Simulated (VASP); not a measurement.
The system is SiC.

```
Si C
1.0
     3.09606    0.00000    0.00000
    -1.54803    2.68127    0.00000
     0.00000    0.00000   10.13734
Si C
4 4
Direct
  0.00000 0.00000 0.18789
  0.00000 0.00000 0.68789
  0.33333 0.66667 0.43784
  0.66667 0.33333 0.93784
  0.00000 0.00000 0.00046
  0.00000 0.00000 0.50046
  0.33333 0.66667 0.24980
  0.66667 0.33333 0.74980
```

Base run:

| Quantity | Value |
| --- | --- |
| Program | VASP 6.6.1 |
| Functional | BLYP |
| Dispersion | D3(BJ) |
| Potentials or basis | VASP PAW PBE potentials, release 64 (Si, C) |
| Cutoff | 520 eV |
| k mesh | 10 × 10 × 3 |
| Occupations | fermi-dirac, width 0.05 eV |
| Spin | no spin polarisation |

Its results: band gap on the k mesh 2.53 eV (least direct gap 3.64 eV); pressure -5.0 GPa.

The run is repeated on the same cell with these changes: functional from BLYP to PBEsol; further incar settings from ALGO = Normal; EDIFF = 1e-07; NBANDS = 26 to ALGO = Normal; EDIFF = 1e-06; NBANDS = 26. What comes out?

Band gap on the k mesh 2.10 eV (least direct gap 3.23 eV); pressure -7.1 GPa.

Caveats: the cell stands under tension; the PAW data sets were made with another functional, which shifts forces and pressure a little; an odd mesh through Γ misses points on the zone boundary, where band edges can lie.
